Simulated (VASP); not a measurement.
# H4WC16 in VASP: notebook, part 2 of 2

VASP 6.6.1. Earlier steps stand in the parts before.

## Step 3: Single point, PBE

Input file INCAR:

```
SYSTEM = H4WC16
PREC = Accurate ; ENCUT = 520
EDIFF = 1E-6 ; ISMEAR = 0
SIGMA = 0.02 ; LREAL = Auto
LASPH = .TRUE. ; NELM = 60
ALGO = Normal ; ISIF = 2
LWAVE = .FALSE. ; LCHARG = .FALSE.
GGA = PE ; NBANDS = 57
```

Input file KPOINTS:

```
regular mesh
0
G
  3 3 1
  0 0 0
```

Input file POSCAR:

```
H4WC16
1.0
    5.0487420000      0.0000000000      0.0000000000
    2.5243710000      4.3723390000      0.0000000000
    0.0000000000      0.0000000000     14.6764260000
H C W
4 16 1
Direct
    0.1666667000      0.1666667000      0.0681365000
    0.6666667000      0.1666667000      0.0681365000
    0.1666667000      0.6666667000      0.0681365000
    0.6666667000      0.6666667000      0.0681365000
    0.1666667000      0.1666667000      0.1430866000
    0.6666667000      0.1666667000      0.1430866000
    0.1666667000      0.6666667000      0.1430866000
    0.6666667000      0.6666667000      0.1430866000
   -0.1666667000      0.3333333000      0.1781963000
    0.3333333000      0.3333333000      0.1781963000
   -0.1666667000      0.8333333000      0.1781963000
    0.3333333000      0.8333333000      0.1781963000
   -0.1708627998      0.3348849565      0.2882912626
    0.3359995068      0.3349041767      0.2882983243
   -0.1667352475      0.8335202678      0.2791415364
    0.3333679758      0.8332596432      0.2880751639
   -0.0028918340      0.0000595881      0.3187864026
    0.5028143262      0.0000802536      0.3187934274
    0.0014328008      0.4971658760      0.3183586778
    0.4981327154      0.5037698501      0.3181714435
    0.8417003539      0.8164417654      0.4221370974
```

Potentials or basis: VASP PAW PBE potentials, release 64 (H, C, W_sv).

Started as:

```
cat potpaw_PBE.64/H/POTCAR potpaw_PBE.64/C/POTCAR potpaw_PBE.64/W_sv/POTCAR > POTCAR
mpirun -np 1 vasp_std > vasp.out
```

OUTCAR:

```text
SYSTEM = H4WC16
   PREC = Accurate
   ENCUT = 520
   EDIFF = 1E-6
   ISMEAR = 0
   LREAL = Auto
   LASPH = .TRUE.
   NELM = 60
   ISIF = 2
   GGA = PE

 ion  position               nearest neighbor table
   1  0.167  0.167  0.068-   5 1.10
   2  0.667  0.167  0.068-   6 1.10
   3  0.167  0.667  0.068-   7 1.10
   4  0.667  0.667  0.068-   8 1.10
   5  0.167  0.167  0.143-   1 1.10  10 1.55   9 1.55  12 1.55
   6  0.667  0.167  0.143-   2 1.10   9 1.55  10 1.55  11 1.55
   7  0.167  0.667  0.143-   3 1.10  12 1.55  11 1.55  10 1.55
   8  0.667  0.667  0.143-   4 1.10  11 1.55  12 1.55   9 1.55
   9  0.833  0.333  0.178-   6 1.55   5 1.55   8 1.55  13 1.62
  10  0.333  0.333  0.178-   5 1.55   6 1.55   7 1.55  14 1.62
  11  0.833  0.833  0.178-  15 1.48   8 1.55   7 1.55   6 1.55
  12  0.333  0.833  0.178-   7 1.55   8 1.55   5 1.55  16 1.61
  13  0.829  0.335  0.288-  20 1.51  19 1.53  17 1.53   9 1.62
  14  0.336  0.335  0.288-  20 1.51  19 1.53  18 1.53  10 1.62
  15  0.833  0.834  0.279-  11 1.48  17 1.56  18 1.56  19 1.58  21 2.10
  16  0.333  0.833  0.288-  20 1.51  17 1.54  18 1.54  12 1.61
  17  0.997  0.000  0.319-  13 1.53  16 1.54  15 1.56  21 2.12
  18  0.503  0.000  0.319-  14 1.53  16 1.54  15 1.56  21 2.12
  19  0.001  0.497  0.318-  14 1.53  13 1.53  15 1.58  21 2.07
[... 217 lines left out ...]
      3     -37.2783      2.00000
      4     -37.2477      2.00000
      5     -19.2778      2.00000
      6     -16.6052      2.00000
[... 269 lines left out ...]
     52       7.0583      0.00000
     53       7.5938      0.00000
 [bands above 53 left out]

------------------------ aborting loop because EDIFF is reached ----------------------------------------

  FORCE on cell =-STRESS in cart. coord.  units (eV):
  Direction    XX          YY          ZZ          XY          YZ          ZX
  --------------------------------------------------------------------------------------
  -------------------------------------------------------------------------------------
  Total       -3.6891076     -0.6629328     -1.3344488     -0.0044915     -0.0239486      0.0030123
  in kB      -18.2437701     -3.2784064     -6.5992591     -0.0222120     -0.1184330      0.0148968
  external PRESSURE =      -9.3738119 kB  Pullay stress =       0.0000000 kB

 VOLUME and BASIS-vectors are now :
 -----------------------------------------------------------------------------
  energy-cutoff  :      520.00
  volume of cell :      323.98
      direct lattice vectors                 reciprocal lattice vectors
     5.048742000  0.000000000  0.000000000     0.198069143 -0.114355268  0.000000000
     2.524371000  4.372339000  0.000000000     0.000000000  0.228710537  0.000000000
     0.000000000  0.000000000 14.676426000     0.000000000  0.000000000  0.068136480

 POSITION                                       TOTAL-FORCE (eV/Angst)
 -----------------------------------------------------------------------------------
      1.26219      0.72872      1.00000         0.000155      0.025871     -0.270656
      3.78656      0.72872      1.00000         0.000074     -0.074291     -0.177716
      2.52437      2.91489      1.00000        -0.052050      0.031726     -0.175742
      5.04874      2.91489      1.00000         0.052101      0.031700     -0.175716
      1.26219      0.72872      2.10000         0.000108     -0.005373      1.389563
      3.78656      0.72872      2.10000         0.000010      0.268358      1.281301
[... 13 lines left out ...]
      3.78665      2.20265      4.66962         0.001070      0.003679      0.022332
      6.31053      3.56976      6.19546         0.001196      0.002824      0.096770
 -----------------------------------------------------------------------------------
    total drift:                               -0.001151     -0.001902     -0.001135

  FREE ENERGIE OF THE ION-ELECTRON SYSTEM (eV)
  ---------------------------------------------------
  free  energy   TOTEN  =      -163.0743246490 eV

  energy  without entropy=     -163.0735444932  energy(sigma->0) =     -163.07393457
```

OSZICAR:

```text
N       E                     dE             d eps       ncg     rms          rms(c)
DAV:   1     0.580147535526E+03    0.58015E+03   -0.40048E+04   626   0.127E+03
DAV:   2    -0.112179554028E+03   -0.69233E+03   -0.65336E+03   727   0.306E+02
DAV:   3    -0.176983121612E+03   -0.64804E+02   -0.63879E+02   699   0.942E+01
[... 14 lines left out ...]
DAV:  18    -0.163074237825E+03   -0.66417E-03   -0.28742E-04   644   0.431E-02    0.331E-02
DAV:  19    -0.163074312534E+03   -0.74709E-04   -0.84474E-05   644   0.249E-02    0.648E-03
DAV:  20    -0.163074323538E+03   -0.11005E-04   -0.10065E-05   500   0.988E-03    0.368E-03
DAV:  21    -0.163074324656E+03   -0.11171E-05   -0.25031E-06   500   0.517E-03    0.310E-03
DAV:  22    -0.163074324649E+03    0.65584E-08   -0.51603E-07   492   0.243E-03
   1 F= -.16307432E+03 E0= -.16307393E+03  d E =-.780156E-03
```

stdout:

```text
POSCAR found type information on POSCAR H C W
 POSCAR found :  3 types and      21 ions
 scaLAPACK will be used
 LDA part: xc-table for (Slater+PW92), standard interpolation
 POSCAR, INCAR and KPOINTS ok, starting setup
 FFT: planning ... GRIDC
 FFT: planning ... GRID_SOFT
 FFT: planning ... GRID
 WAVECAR not read
 entering main loop
```

Run time: 4.3 min. Hardware: 1 thread of Intel Xeon Platinum 8375C at 2.90GHz (Ice Lake), shared host; peak memory 0.43 GiB.

What came out:

```yaml
Free_energy: -163.0743 eV
Largest_force: 2.442 eV/Å
Band_gap_on_the_k_mesh: zero (band 41 reaches 1.42 eV, above the bottom of band 42 at 1.26 eV)
```

Forces in eV/Å, atoms in the order of the input:
```
H    0.000  0.026 -0.271
H    0.000 -0.074 -0.178
H   -0.052  0.032 -0.176
H    0.052  0.032 -0.176
C    0.000 -0.005  1.390
C    0.000  0.268  1.281
C    0.234 -0.121  1.297
C   -0.233 -0.121  1.297
C   -0.035 -0.058 -0.713
C    0.036 -0.057 -0.712
C   -0.001 -0.123 -2.439
C    0.000  0.201 -0.710
C    0.005 -0.003 -0.002
C   -0.007 -0.006 -0.003
C   -0.002  0.000 -0.026
C    0.002  0.008 -0.005
C    0.020  0.008  0.010
C   -0.020  0.008  0.008
C   -0.001 -0.020  0.008
C    0.001  0.004  0.022
W    0.001  0.003  0.097
```

Caveat: the k points lie up to 0.48 Å⁻¹ apart; spin-orbit coupling is left out, which moves the levels of the heavy elements.

## Step 4: Single point, PBE

Input file INCAR:

```
SYSTEM = H4WC16
ALGO = Normal
EDIFF = 1E-7
ENCUT = 520
GGA = PE
ISIF = 2
ISMEAR = 0
LASPH = .TRUE.
LCHARG = .FALSE.
LREAL = Auto
LWAVE = .FALSE.
NBANDS = 57
NELM = 60
PREC = Accurate
SIGMA = 0.02
```

Input file KPOINTS:

```
k-points
0
G
  3 3 1
  0 0 0
```

Input file POSCAR:

```
H4WC16
1.0
    5.0487420000      0.0000000000      0.0000000000
    2.5243710000      4.3723390000      0.0000000000
    0.0000000000      0.0000000000     14.6764260000
H C W
4 16 1
Direct
    0.1666667848      0.1666666285      0.0681364795
    0.6666667848      0.1666666285      0.0681364795
    0.1666666285      0.6666667429      0.0681364795
    0.6666666285      0.6666667429      0.0681364795
    0.1666667848      0.1666666285      0.1430866071
    0.6666667848      0.1666666285      0.1430866071
    0.1666666285      0.6666667429      0.1430866071
    0.6666666285      0.6666667429      0.1430866071
   -0.1666666285      0.3333332571      0.1781963129
    0.3333333715      0.3333332571      0.1781963129
   -0.1666667848      0.8333333715      0.1781963129
    0.3333332152      0.8333333715      0.1781963129
   -0.1708627870      0.3348850581      0.2882912366
    0.3359994180      0.3349042698      0.2882983228
   -0.1667352563      0.8335202280      0.2791415294
    0.3333678589      0.8332597267      0.2880751758
   -0.0028919458      0.0000596935      0.3187863994
    0.5028142357      0.0000802774      0.3187934174
    0.0014327798      0.4971659334      0.3183587067
    0.4981327521      0.5037699501      0.3181714676
    0.8417004045      0.8164417260      0.4221371061
```

Potentials or basis: VASP PAW PBE potentials, release 64 (H, C, W_sv).

Started as:

```
cat potpaw_PBE.64/H/POTCAR potpaw_PBE.64/C/POTCAR potpaw_PBE.64/W_sv/POTCAR > POTCAR
mpirun -np 1 vasp_std > vasp.out
```

OUTCAR:

```text
SYSTEM = H4WC16
   EDIFF = 1E-7
   ENCUT = 520
   GGA = PE
   ISIF = 2
   ISMEAR = 0
   LASPH = .TRUE.
   LREAL = Auto
   NELM = 60
   PREC = Accurate

 ion  position               nearest neighbor table
   1  0.167  0.167  0.068-   5 1.10
   2  0.667  0.167  0.068-   6 1.10
   3  0.167  0.667  0.068-   7 1.10
   4  0.667  0.667  0.068-   8 1.10
   5  0.167  0.167  0.143-   1 1.10  10 1.55  12 1.55   9 1.55
   6  0.667  0.167  0.143-   2 1.10   9 1.55  11 1.55  10 1.55
   7  0.167  0.667  0.143-   3 1.10  12 1.55  11 1.55  10 1.55
   8  0.667  0.667  0.143-   4 1.10  11 1.55  12 1.55   9 1.55
   9  0.833  0.333  0.178-   6 1.55   5 1.55   8 1.55  13 1.62
  10  0.333  0.333  0.178-   5 1.55   6 1.55   7 1.55  14 1.62
  11  0.833  0.833  0.178-  15 1.48   8 1.55   6 1.55   7 1.55
  12  0.333  0.833  0.178-   7 1.55   5 1.55   8 1.55  16 1.61
  13  0.829  0.335  0.288-  20 1.51  19 1.53  17 1.53   9 1.62
  14  0.336  0.335  0.288-  20 1.51  19 1.53  18 1.53  10 1.62
  15  0.833  0.834  0.279-  11 1.48  17 1.56  18 1.56  19 1.58  21 2.10
  16  0.333  0.833  0.288-  20 1.51  17 1.54  18 1.54  12 1.61
  17  0.997  0.000  0.319-  13 1.53  16 1.54  15 1.56  21 2.12
  18  0.503  0.000  0.319-  14 1.53  16 1.54  15 1.56  21 2.12
  19  0.001  0.497  0.318-  14 1.53  13 1.53  15 1.58  21 2.07
[... 217 lines left out ...]
      3     -37.2783      2.00000
      4     -37.2476      2.00000
      5     -19.2778      2.00000
      6     -16.6052      2.00000
[... 269 lines left out ...]
     52       7.0583      0.00000
     53       7.5937      0.00000
 [bands above 53 left out]

------------------------ aborting loop because EDIFF is reached ----------------------------------------

  FORCE on cell =-STRESS in cart. coord.  units (eV):
  Direction    XX          YY          ZZ          XY          YZ          ZX
  --------------------------------------------------------------------------------------
  -------------------------------------------------------------------------------------
  Total       -3.6892929     -0.6630790     -1.3345382     -0.0044950     -0.0239391      0.0030026
  in kB      -18.2446865     -3.2791295     -6.5997012     -0.0222290     -0.1183861      0.0148490
  external PRESSURE =      -9.3745057 kB  Pullay stress =       0.0000000 kB

 VOLUME and BASIS-vectors are now :
 -----------------------------------------------------------------------------
  energy-cutoff  :      520.00
  volume of cell :      323.98
      direct lattice vectors                 reciprocal lattice vectors
     5.048742000  0.000000000  0.000000000     0.198069143 -0.114355268  0.000000000
     2.524371000  4.372339000  0.000000000     0.000000000  0.228710537  0.000000000
     0.000000000  0.000000000 14.676426000     0.000000000  0.000000000  0.068136480

 POSITION                                       TOTAL-FORCE (eV/Angst)
 -----------------------------------------------------------------------------------
      1.26219      0.72872      1.00000         0.000155      0.025869     -0.270618
      3.78656      0.72872      1.00000         0.000073     -0.074290     -0.177690
      2.52437      2.91489      1.00000        -0.052046      0.031723     -0.175717
      5.04874      2.91489      1.00000         0.052098      0.031698     -0.175691
      1.26219      0.72872      2.10000         0.000107     -0.005368      1.389582
      3.78656      0.72872      2.10000         0.000005      0.268368      1.281312
[... 13 lines left out ...]
      3.78665      2.20265      4.66962         0.001052      0.003668      0.022307
      6.31053      3.56976      6.19546         0.001192      0.002874      0.096801
 -----------------------------------------------------------------------------------
    total drift:                               -0.001153     -0.001858     -0.001006

  FREE ENERGIE OF THE ION-ELECTRON SYSTEM (eV)
  ---------------------------------------------------
  free  energy   TOTEN  =      -163.0743245476 eV

  energy  without entropy=     -163.0735442973  energy(sigma->0) =     -163.07393442
```

OSZICAR:

```text
N       E                     dE             d eps       ncg     rms          rms(c)
DAV:   1     0.580147512479E+03    0.58015E+03   -0.40048E+04   626   0.127E+03
DAV:   2    -0.112179553192E+03   -0.69233E+03   -0.65336E+03   727   0.306E+02
DAV:   3    -0.176983118415E+03   -0.64804E+02   -0.63879E+02   699   0.942E+01
[... 14 lines left out ...]
DAV:  18    -0.163074237724E+03   -0.66417E-03   -0.28741E-04   644   0.431E-02    0.331E-02
DAV:  19    -0.163074312432E+03   -0.74708E-04   -0.84474E-05   644   0.249E-02    0.648E-03
DAV:  20    -0.163074323452E+03   -0.11020E-04   -0.10224E-05   676   0.988E-03    0.378E-03
DAV:  21    -0.163074324568E+03   -0.11155E-05   -0.26139E-06   628   0.521E-03    0.331E-03
DAV:  22    -0.163074324548E+03    0.19939E-07   -0.54035E-07   532   0.231E-03
   1 F= -.16307432E+03 E0= -.16307393E+03  d E =-.780250E-03
```

stdout:

```text
POSCAR found type information on POSCAR H C W
 POSCAR found :  3 types and      21 ions
 scaLAPACK will be used
 LDA part: xc-table for (Slater+PW92), standard interpolation
 POSCAR, INCAR and KPOINTS ok, starting setup
 FFT: planning ... GRIDC
 FFT: planning ... GRID_SOFT
 FFT: planning ... GRID
 WAVECAR not read
 entering main loop
```

It took 4.2 min on 1 thread of Intel Xeon Platinum 8375C at 2.90GHz (Ice Lake), shared host; peak memory 0.43 GiB.

What came out:

| Item | Value |
| --- | --- |
| Free energy | -163.0743 eV |
| Largest force | 2.442 eV/Å |
| Band gap on the k mesh | zero (band 41 reaches 1.42 eV, above the bottom of band 42 at 1.26 eV) |

Forces on the atoms (eV/Å):
```
H    0.000  0.026 -0.271
H    0.000 -0.074 -0.178
H   -0.052  0.032 -0.176
H    0.052  0.032 -0.176
C    0.000 -0.005  1.390
C    0.000  0.268  1.281
C    0.234 -0.121  1.297
C   -0.233 -0.121  1.297
C   -0.035 -0.058 -0.713
C    0.036 -0.057 -0.712
C   -0.001 -0.123 -2.439
C    0.000  0.201 -0.710
C    0.005 -0.003 -0.002
C   -0.007 -0.006 -0.003
C   -0.002  0.000 -0.026
C    0.002  0.008 -0.005
C    0.020  0.008  0.010
C   -0.020  0.008  0.008
C   -0.001 -0.020  0.008
C    0.001  0.004  0.022
W    0.001  0.003  0.097
```

Levels at points of the mesh, in eV from the Fermi level:
| k point | band 37 | band 38 | band 39 | band 40 | band 41 | band 42 | band 43 | band 44 | band 45 | band 46 |
| --- | --- | --- | --- | --- | --- | --- | --- | --- | --- | --- |
| (0.00, 0.00, 0.00) | -2.34 | -1.16 | -1.14 | -0.45 | -0.14 | -0.13 | -0.09 | 1.13 | 2.29 | 2.41 |

Caveat: the k points lie up to 0.48 Å⁻¹ apart; spin-orbit coupling is left out, which moves the levels of the heavy elements.
